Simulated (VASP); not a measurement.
Wanted: the native input for a VASP 6.6.1 run.

```
Task                   : single point
Functional             : LDA
Potentials or basis    : VASP PAW LDA potentials, release 64 (Al)
Cutoff                 : 520 eV
k mesh                 : 14 × 10 × 1
Occupations            : fermi-dirac, width 0.08 eV
Spin                   : no spin polarisation
Dipole correction      : yes
Electric field (eV/Å)  : 0.2
Further INCAR settings : ALGO = Normal; EDIFF = 1e-06; NBANDS = 10; EFIELD = -0.2
```

The structure of Al lies in POSCAR:

```
Al
1.0
    2.8165331402      0.0000000000      0.0000000000
    0.0000000000      3.9831793658      0.0000000000
    0.0000000000      0.0000000000     17.4083000000
Al
2
Direct
    0.2500000000      0.2500000000      0.4716991044
    0.7500000000      0.7500000000      0.5283008956
```

The input as run:

INCAR

```
PREC     = Accurate       # precision mode
ENCUT    = 520            # plane-wave cutoff, eV
EDIFF    = 1E-6           # SCF threshold, eV
ISMEAR   = -1             # smearing method
SIGMA    = 0.08           # smearing width, eV
LREAL    = False          # projectors in reciprocal space
LASPH    = True           # aspherical terms in the spheres
NELM     = 80             # most SCF steps
ALGO     = Normal         # electronic algorithm
ISIF     = 2              # what is computed and relaxed
LWAVE    = False          # write WAVECAR
LCHARG   = True           # write CHGCAR
LDIPOL   = True         
IDIPOL   = 3            
DIPOL    = 0.5 0.5 0.500
LELF     = True           # ELF
LVHAR    = True         
LVACPOTAV= True         
EFIELD   = -0.2         
NBANDS   = 10             # bands
```

KPOINTS

```
regular mesh
0
Gamma
  14 10 1
```

Potentials or basis: VASP PAW LDA potentials, release 64 (Al).

Run with:

```console
$ cat potpaw_LDA.64/Al/POTCAR > POTCAR
$ mpirun -np 1 vasp_std > vasp.out
```

Results of the run:

```yaml
Largest_force: 0.009 eV/Å
Band_gap_on_the_k_mesh: zero (band 3 reaches -0.90 eV, above the bottom of band 4 at -3.88 eV)
```

Run time: 70 s on 1 thread of AMD EPYC 9R45 96-Core Processor (Zen 5), on a shared host, peak memory 0.23 GiB.
